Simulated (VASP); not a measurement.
# ZnCu (Pm-3m) in VASP: notebook

Runs on ZnCu. Level: PBE. Tasks: single point.

Everything below comes from runs of VASP 6.6.1. Logs are shortened: lines on timing, memory, paths and dates and some standing lists are left out, and cuts for length are marked.

## Step 1: The cell of the first run

The structure is cubic, space group Pm-3m (No. 221). The conventional cell has a = 2.933 Å, b = 2.933 Å, c = 2.933 Å, α = 90.00°, β = 90.00°, γ = 90.00°. Within 3.4 Å of Zn (site symmetry m-3m) lie 8 Cu at 2.54 Å and 6 Zn at 2.93 Å. Within 3.4 Å of Cu (site symmetry m-3m) lie 8 Zn at 2.54 Å and 6 Cu at 2.93 Å.

## Step 2: Single point, PBE (12.62 Å³/atom)

INCAR

```
SYSTEM = ZnCu
PREC = Accurate
ENCUT = 520
EDIFF = 1E-7
ISMEAR = 0
SIGMA = 0.1
LREAL = .False.
LASPH = .True.
NELM = 80
ALGO = Normal
ISIF = 2
LWAVE = .False.
LCHARG = .False.
GGA = PE
NBANDS = 18
```

KPOINTS

```
regular mesh
0
Gamma
  14 14 14
  0 0 0
```

POSCAR

```
ZnCu
1.0
    2.9332494223      0.0000000000      0.0000000000
    0.0000000000      2.9332494223      0.0000000000
    0.0000000000      0.0000000000      2.9332494223
Zn Cu
1 1
Direct
    0.5000000000      0.5000000000      0.5000000000
    0.0000000000      0.0000000000      0.0000000000
```

Potentials or basis: VASP PAW PBE potentials, release 64 (Zn, Cu).

The run is started by

```sh
$ cat potpaw_PBE.64/Zn/POTCAR potpaw_PBE.64/Cu/POTCAR > POTCAR
$ mpirun -np 1 vasp_std > vasp.out
```

OUTCAR:

```text
SYSTEM = ZnCu
   PREC = Accurate
   ENCUT = 520
   EDIFF = 1E-7
   ISMEAR = 0
   LREAL = .False.
   LASPH = .True.
   NELM = 80
   ISIF = 2
   GGA = PE

 ion  position               nearest neighbor table
   1  0.500  0.500  0.500-   2 2.54   2 2.54   2 2.54   2 2.54   2 2.54   2 2.54   2 2.54   2 2.54

   2  0.000  0.000  0.000-   1 2.54   1 2.54   1 2.54   1 2.54   1 2.54   1 2.54   1 2.54   1 2.54

  LATTYP: Found a simple cubic cell.
 ALAT       =     2.9332494223

  Lattice vectors:

 A1 = (   2.9332494223,   0.0000000000,   0.0000000000)
 A2 = (   0.0000000000,   2.9332494223,   0.0000000000)
 A3 = (   0.0000000000,   0.0000000000,   2.9332494223)

Analysis of symmetry for initial positions (statically):
=====================================================================
 Subroutine PRICEL returns:
 Original cell was already a primitive cell.

 Routine SETGRP: Setting up the symmetry group for a
 simple cubic supercell.

 Subroutine GETGRP returns: Found 48 space group operations
 (whereof 48 operations were pure point group operations)
 out of a pool of 48 trial point group operations.

The static configuration has the point symmetry O_h .

Analysis of symmetry for dynamics (positions and initial velocities):
=====================================================================
 Subroutine PRICEL returns:
 Original cell was already a primitive cell.

 Routine SETGRP: Setting up the symmetry group for a
 simple cubic supercell.

 Subroutine GETGRP returns: Found 48 space group operations
 (whereof 48 operations were pure point group operations)
 out of a pool of 48 trial point group operations.

The dynamic configuration has the point symmetry O_h .

 Subroutine INISYM returns: Found 48 space group operations
 (whereof 48 operations are pure point group operations),
 and found     1 'primitive' translations

----------------------------------------------------------------------------------------

                                     Primitive cell

  volume of cell :      25.2375

  direct lattice vectors                    reciprocal lattice vectors
     2.933249422  0.000000000  0.000000000     0.340918843  0.000000000  0.000000000
     0.000000000  2.933249422  0.000000000     0.000000000  0.340918843  0.000000000
     0.000000000  0.000000000  2.933249422     0.000000000  0.000000000  0.340918843

  length of vectors
     2.933249422  2.933249422  2.933249422     0.340918843  0.340918843  0.340918843

[... 79 lines left out ...]
   NELM   =     80;   NELMIN=  2; NELMDL= -5     # of ELM steps
   EDIFF  = 0.1E-06   stopping-criterion for ELM
   LREAL  =      F    real-space projection
   EDIFFG = 0.1E-05   stopping-criterion for IOM
   NSW    =      0    number of steps for IOM
   IBRION =     -1    ionic relax: 0-MD 1-quasi-New 2-CG
   NFREE  =      0    steps in history (QN), initial steepest desc. (CG)
   ISIF   =      2    stress and relaxation
   ISYM   =      2    0-nonsym 1-usesym 2-fastsym
   POTIM  = 0.5000    time-step for ionic-motion
   TEBEG  =    0.0;   TEEND  =   0.0 temperature during run
   PSTRESS=    0.0 pullay stress
   NELECT =      23.0000    total number of electrons
   NUPDOWN=      -1.0000    fix difference up-down
   EMIN   =  10.00;   EMAX   =-10.00  energy-range for DOS
   EFERMI =   0.00;   METHOD = LEGACY
   ISMEAR =     0;   SIGMA  =   0.10  broadening in eV -4-tet -1-fermi 0-gaus
   EFERMI_NEDOS =   21; number of points for ismear=-14 and -15
   IALGO  =     38    algorithm
   IMIX   =      4    mixing-type and parameters
     AMIX     =   0.40;   BMIX     =  1.00
     AMIX_MAG =   1.60;   BMIX_MAG =  1.00
  volume/ion in A,a.u.               =      12.62        85.16
  Fermi-wavevector in a.u.,A,eV,Ry     =   1.587213  2.999397 34.276395  2.519244
  Thomas-Fermi vector in A             =   2.686405
   LORBIT       =      0    0 simple, 1 ext, 2 COOP (PROOUT), +10 PAW based schemes
   GGA     = PE    functional components
   LHFCALC =     F    Hartree Fock is set to
   AEXX    =    0.0000 exact exchange contribution
   IVDW    =     0    specifies the selected vdW correction
   LEPSILON=     F    determine dielectric tensor
   LRPA    =     F    only Hartree local field effects (RPA)
 non-spin polarized calculation
 Gauss-broadening in eV      SIGMA  =   0.10
  energy-cutoff  :      520.00
  volume of cell :       25.24
 maximum number of plane-waves:       707
 NGX is ok and might be reduce to    24
   NGX = 11   NGY = 11   NGZ = 11

 number of electron      22.9999991 magnetization

 Free energy of the ion-electron system (eV)
  ---------------------------------------------------
  ext. energy  EPLUGINS =         0.00000000
  ---------------------------------------------------
  free energy    TOTEN  =        -5.00534044 eV

  energy without entropy =       -5.00383782  energy(sigma->0) =       -5.00458913

 E-fermi :   5.6749     XC(G=0): -12.4691

 val. band max:        5.5709682977   @ k =   0.5000   0.5000   0.2143
 cond. band min:       5.6888658462   @ k =   0.4286   0.3571   0.2143
 fundamental gap:      0.1178975485
 Fermi energy:         5.6749188201

 k-point     1 :       0.0000    0.0000    0.0000
  band No.  band energies     occupation
      1      -4.7749      2.00000
      2      -2.2341      2.00000
      3      -2.2341      2.00000
      4      -1.5190      2.00000
      5      -1.5190      2.00000
      6      -1.5190      2.00000
[... 481 lines left out ...]
      5      -1.5712      2.00000
      6      -1.0543      2.00000
[... 10 lines left out ...]
     17      21.6112      0.00000
     18      22.5190      0.00000

 [... further k-points ...]

------------------------ aborting loop because EDIFF is reached ----------------------------------------

  FORCE on cell =-STRESS in cart. coord.  units (eV):
  Direction    XX          YY          ZZ          XY          YZ          ZX
  --------------------------------------------------------------------------------------
  -------------------------------------------------------------------------------------
  Total        0.6885900      0.6885900      0.6885900     -0.0000000      0.0000000     -0.0000000
  in kB       43.7143760     43.7143760     43.7143760     -0.0000000      0.0000000     -0.0000000
  external PRESSURE =      43.7143760 kB  Pullay stress =       0.0000000 kB

 VOLUME and BASIS-vectors are now :
 -----------------------------------------------------------------------------
  energy-cutoff  :      520.00
  volume of cell :       25.24
      direct lattice vectors                 reciprocal lattice vectors
     2.933249422  0.000000000  0.000000000     0.340918843  0.000000000  0.000000000
     0.000000000  2.933249422  0.000000000     0.000000000  0.340918843  0.000000000
     0.000000000  0.000000000  2.933249422     0.000000000  0.000000000  0.340918843

 POSITION                                       TOTAL-FORCE (eV/Angst)
 -----------------------------------------------------------------------------------
      1.46662      1.46662      1.46662         0.000000      0.000000      0.000000
      0.00000      0.00000      0.00000         0.000000      0.000000      0.000000
 -----------------------------------------------------------------------------------
    total drift:                                0.000000      0.000000     -0.000000

  FREE ENERGIE OF THE ION-ELECTRON SYSTEM (eV)
  ---------------------------------------------------
  free  energy   TOTEN  =        -5.0053404373 eV

  energy  without entropy=       -5.0038378168  energy(sigma->0) =       -5.00458913
```

stdout:

```text
POSCAR found type information on POSCAR ZnCu
 POSCAR found :  2 types and       2 ions
 scaLAPACK will be used
 LDA part: xc-table for (Slater+PW92), standard interpolation
 POSCAR, INCAR and KPOINTS ok, starting setup
 FFT: planning ... GRIDC
 FFT: planning ... GRID_SOFT
 FFT: planning ... GRID
 WAVECAR not read
 entering main loop
```

Wall time 27 s (1 thread of Intel Xeon Platinum 8124M at 3.00GHz (Skylake/Cascade Lake), shared host); peak memory 0.18 GiB.

What came out:

```yaml
Free_energy: -5.0053 eV
Pressure: 4.4 GPa
Band_gap_on_the_k_mesh: zero (an odd number of electrons rules out a gap without spin polarisation)
```

Caveat: the cell stands under pressure.

## Step 3: Single point, PBE (13.40 Å³/atom)

This run uses another cell than the first one, of 13.40 Å³/atom.

INCAR

```
ALGO = Fast
EDIFF = 1E-6
ENCUT = 520
GGA = PE
ISIF = 2
ISMEAR = 0
LASPH = T
LCHARG = F
LREAL = F
LWAVE = F
NBANDS = 18
NELM = 60
PREC = Accurate
SIGMA = 0.1
```

KPOINTS

```
k-points
0
Gamma
  14 14 14
```

POSCAR

```
ZnCu
1.0
    2.9925229561      0.0000000000      0.0000000000
    0.0000000000      2.9925229561      0.0000000000
    0.0000000000      0.0000000000      2.9925229561
Zn Cu
1 1
Direct
    0.5000000000      0.5000000000      0.5000000000
    0.0000000000      0.0000000000      0.0000000000
```

Potentials or basis: VASP PAW PBE potentials, release 64 (Zn, Cu).

The run is started by

```sh
$ cat potpaw_PBE.64/Zn/POTCAR potpaw_PBE.64/Cu/POTCAR > POTCAR
$ mpirun -np 1 vasp_std > vasp.out
```

Run time: 34 s. Hardware: 1 thread of Intel Xeon Platinum 8124M at 3.00GHz (Skylake/Cascade Lake), shared host; peak memory 0.18 GiB.

It converged, with:

```
Free energy            : -5.0122 eV
Pressure               : -2.2 GPa
Band gap on the k mesh : zero (an odd number of electrons rules out a gap without spin polarisation)
```

Levels at points of the mesh, in eV from the Fermi level:
```
           k point  band 8  band 9  band 10  band 11  band 12  band 13  band 14  band 15  band 16  band 17
(0.00, 0.00, 0.00)   -3.45   -2.66    -2.66    -2.66     6.05     6.05     6.05    10.95    10.95    11.52
(0.50, 0.00, 0.00)   -3.54   -3.16    -3.16    -2.73    -1.98    11.29    11.29    11.94    11.94    13.14
(0.50, 0.50, 0.00)   -2.81   -2.81    -2.44    -1.75    -1.75     1.54     1.91    13.41    15.12    15.12
(0.50, 0.50, 0.50)   -4.10   -2.42    -2.42     3.51     4.22     4.22     4.22     4.36     4.36     4.36
```

## Step 4: Single point, PBE (13.79 Å³/atom)

This run uses another cell than the first one, of 13.79 Å³/atom.

INCAR

```
PREC = Accurate
ENCUT = 520
EDIFF = 1E-7
ISMEAR = 0
SIGMA = 0.1
LREAL = F
LASPH = T
NELM = 60
ALGO = Normal
ISIF = 2
LWAVE = F
LCHARG = F
GGA = PE
NBANDS = 18
```

KPOINTS

```
regular mesh
0
Gamma
  14 14 14
```

POSCAR

```
ZnCu
1.0
    3.0212989806      0.0000000000      0.0000000000
    0.0000000000      3.0212989806      0.0000000000
    0.0000000000      0.0000000000      3.0212989806
Zn Cu
1 1
Direct
    0.5000000000      0.5000000000      0.5000000000
    0.0000000000      0.0000000000      0.0000000000
```

The run is started by

```sh
$ cat potpaw_PBE.64/Zn/POTCAR potpaw_PBE.64/Cu/POTCAR > POTCAR
$ mpirun -np 1 vasp_std > vasp.out
```

Run time: 29 s. Hardware: 1 thread of Intel Xeon Platinum 8124M at 3.00GHz (Skylake/Cascade Lake), shared host; peak memory 0.18 GiB.

The run converged. Its results:

```
Free energy            : -4.9927 eV
Pressure               : -5.3 GPa
Band gap on the k mesh : zero (an odd number of electrons rules out a gap without spin polarisation)
```

Levels at points of the mesh, in eV from the Fermi level:
| k point | band 9 | band 10 | band 11 | band 12 | band 13 | band 14 | band 15 | band 16 |
| --- | --- | --- | --- | --- | --- | --- | --- | --- |
| (0.00, 0.00, 0.00) | -2.61 | -2.61 | -2.61 | 5.95 | 5.95 | 5.95 | 10.78 | 10.78 |
| (0.50, 0.00, 0.00) | -3.08 | -3.08 | -2.67 | -1.95 | 11.05 | 11.05 | 11.71 | 11.71 |
| (0.50, 0.50, 0.00) | -2.76 | -2.39 | -1.66 | -1.66 | 1.42 | 1.81 | 13.12 | 14.89 |
| (0.50, 0.50, 0.50) | -2.38 | -2.38 | 3.31 | 4.16 | 4.16 | 4.16 | 4.27 | 4.27 |

Caveat: the cell stands under tension.

## Step 5: Single point, PBE (strained)

INCAR

```
SYSTEM = ZnCu
ALGO = Normal ; EDIFF = 1E-6
ENCUT = 700 ; GGA = PE
GGA_COMPAT = .FALSE. ; ISIF = 2
ISMEAR = 0 ; LASPH = .TRUE.
LCHARG = .FALSE. ; LREAL = .FALSE.
LWAVE = .FALSE. ; NBANDS = 22
NELM = 120 ; PREC = Accurate
SIGMA = 0.1
```

KPOINTS

```
k-points
0
G
  14 14 14
  0 0 0
```

POSCAR

```
ZnCu
1.0
    2.9877614000      0.0000000000      0.0000000000
    0.0000000000      2.9877614000      0.0000000000
    0.0000000000      0.0000000000      2.9877614000
Zn Cu
1 1
Direct
    0.5000000000      0.5000000000      0.5000000000
    0.0000000000      0.0000000000      0.0000000000
```

Potentials or basis: VASP PAW PBE potentials, release 64 (Zn, Cu_sv_GW).

The run is started by

```sh
$ cat potpaw_PBE.64/Zn/POTCAR potpaw_PBE.64/Cu_sv_GW/POTCAR > POTCAR
$ mpirun -np 1 vasp_std > vasp.out
```

It took 45 s on 1 thread of Intel Xeon 6975P-C (Granite Rapids), shared host; peak memory 0.27 GiB.

It converged, with:

* Free energy: -5.0734 eV
* Pressure: -4.6 GPa
* Band gap on the k mesh: zero (an odd number of electrons rules out a gap without spin polarisation)

Levels at points of the mesh, in eV from the Fermi level:
| k point | band 14 | band 15 | band 16 | band 17 | band 18 | band 19 |
| --- | --- | --- | --- | --- | --- | --- |
| (0.00, 0.00, 0.00) | -2.63 | -2.63 | 6.04 | 6.04 | 6.04 | 10.98 |
| (0.50, 0.00, 0.00) | -3.14 | -2.70 | -1.95 | 11.33 | 11.33 | 11.94 |
| (0.50, 0.50, 0.00) | -2.40 | -1.79 | -1.79 | 1.59 | 1.90 | 13.46 |
| (0.50, 0.50, 0.50) | -2.38 | 3.53 | 4.20 | 4.20 | 4.20 | 4.39 |

Caveat: the cell differs from its parent crystal (strained); the cell stands under tension.

## Step 6: Single point, PBE (11.45 Å³/atom)

This run uses another cell than the first one, of 11.45 Å³/atom.

INCAR

```
SYSTEM = ZnCu
PREC     = Accurate       ! precision mode
ENCUT    = 520            ! plane-wave cutoff, eV
EDIFF    = 1E-6           ! SCF threshold, eV
ISMEAR   = 0              ! smearing method
SIGMA    = 0.1            ! smearing width, eV
LREAL    = .False.        ! projectors in reciprocal space
LASPH    = .True.         ! aspherical terms in the spheres
NELM     = 80             ! most SCF steps
ALGO     = Normal         ! electronic algorithm
ISIF     = 2              ! what is computed and relaxed
LWAVE    = .False.        ! write WAVECAR
LCHARG   = .False.        ! write CHGCAR
GGA      = PE             ! functional
NBANDS   = 18             ! bands
```

KPOINTS

```
Automatic mesh
0
Gamma
  14 14 14
  0 0 0
```

POSCAR

```
ZnCu
1.0
    2.8395703902      0.0000000000      0.0000000000
    0.0000000000      2.8395703902      0.0000000000
    0.0000000000      0.0000000000      2.8395703902
Zn Cu
1 1
Direct
    0.5000000000      0.5000000000      0.5000000000
    0.0000000000      0.0000000000      0.0000000000
```

Potentials or basis: VASP PAW PBE potentials, release 64 (Zn, Cu).

The run is started by

```sh
$ cat potpaw_PBE.64/Zn/POTCAR potpaw_PBE.64/Cu/POTCAR > POTCAR
$ mpirun -np 1 vasp_std > vasp.out
```

OUTCAR:

```text
SYSTEM = ZnCu
   PREC = Accurate
   ENCUT = 520
   EDIFF = 1E-6
   ISMEAR = 0
   LREAL = .False.
   LASPH = .True.
   NELM = 80
   ISIF = 2
   GGA = PE

 ion  position               nearest neighbor table
   1  0.500  0.500  0.500-   2 2.46   2 2.46   2 2.46   2 2.46   2 2.46   2 2.46   2 2.46   2 2.46

   2  0.000  0.000  0.000-   1 2.46   1 2.46   1 2.46   1 2.46   1 2.46   1 2.46   1 2.46   1 2.46

  LATTYP: Found a simple cubic cell.
 ALAT       =     2.8395703902

  Lattice vectors:

 A1 = (   2.8395703902,   0.0000000000,   0.0000000000)
[... 692 lines left out ...]

  FORCE on cell =-STRESS in cart. coord.  units (eV):
  Direction    XX          YY          ZZ          XY          YZ          ZX
  --------------------------------------------------------------------------------------
  -------------------------------------------------------------------------------------
  Total        2.9995313      2.9995313      2.9995313     -0.0000000      0.0000000     -0.0000000
  in kB      209.8969206    209.8969206    209.8969206     -0.0000000      0.0000000     -0.0000000
  external PRESSURE =     209.8969206 kB  Pullay stress =       0.0000000 kB

 VOLUME and BASIS-vectors are now :
 -----------------------------------------------------------------------------
  energy-cutoff  :      520.00
  volume of cell :       22.90
      direct lattice vectors                 reciprocal lattice vectors
     2.839570390  0.000000000  0.000000000     0.352165949  0.000000000  0.000000000
     0.000000000  2.839570390  0.000000000     0.000000000  0.352165949  0.000000000
     0.000000000  0.000000000  2.839570390     0.000000000  0.000000000  0.352165949

 POSITION                                       TOTAL-FORCE (eV/Angst)
 -----------------------------------------------------------------------------------
      1.41979      1.41979      1.41979         0.000000      0.000000      0.000000
      0.00000      0.00000      0.00000         0.000000      0.000000      0.000000
 -----------------------------------------------------------------------------------
    total drift:                                0.000000      0.000000     -0.000000

  FREE ENERGIE OF THE ION-ELECTRON SYSTEM (eV)
  ---------------------------------------------------
  free  energy   TOTEN  =        -4.8297274981 eV

  energy  without entropy=       -4.8282804130  energy(sigma->0) =       -4.82900396
```

Wall time 39 s (1 thread of AMD EPYC 7R13 (Zen 3), shared host); peak memory 0.15 GiB.

Results:

```yaml
Free_energy: -4.8297 eV
Pressure: 21.0 GPa
Band_gap_on_the_k_mesh: zero (an odd number of electrons rules out a gap without spin polarisation)
```

Caveat: the cell stands under pressure.

## Step 7: The runs side by side

```tsv
potentials or basis	cell	cutoff (eV)	gap on the mesh (eV)	pressure (GPa)
VASP PAW PBE potentials, release 64 (Zn, Cu)	a = 2.933 Å, 2 atoms	520	none	4.4
VASP PAW PBE potentials, release 64 (Zn, Cu)	a = 2.993 Å, 2 atoms	520	none	-2.2
VASP PAW PBE potentials, release 64 (Zn, Cu)	a = 3.021 Å, 2 atoms	520	none	-5.3
VASP PAW PBE potentials, release 64 (Zn, Cu_sv_GW)	a = 2.988 Å, 2 atoms	700	none	-4.6
VASP PAW PBE potentials, release 64 (Zn, Cu)	a = 2.840 Å, 2 atoms	520	none	21.0
```

Alike in all rows: task single point; level PBE; no spin polarisation; k mesh 14 × 14 × 14; smearing gaussian 0.1 eV.

Caveats: the cell stands under pressure (at least some runs); the cell stands under tension (at least some runs).

Absolute energies hang on the potentials; compare differences alone.
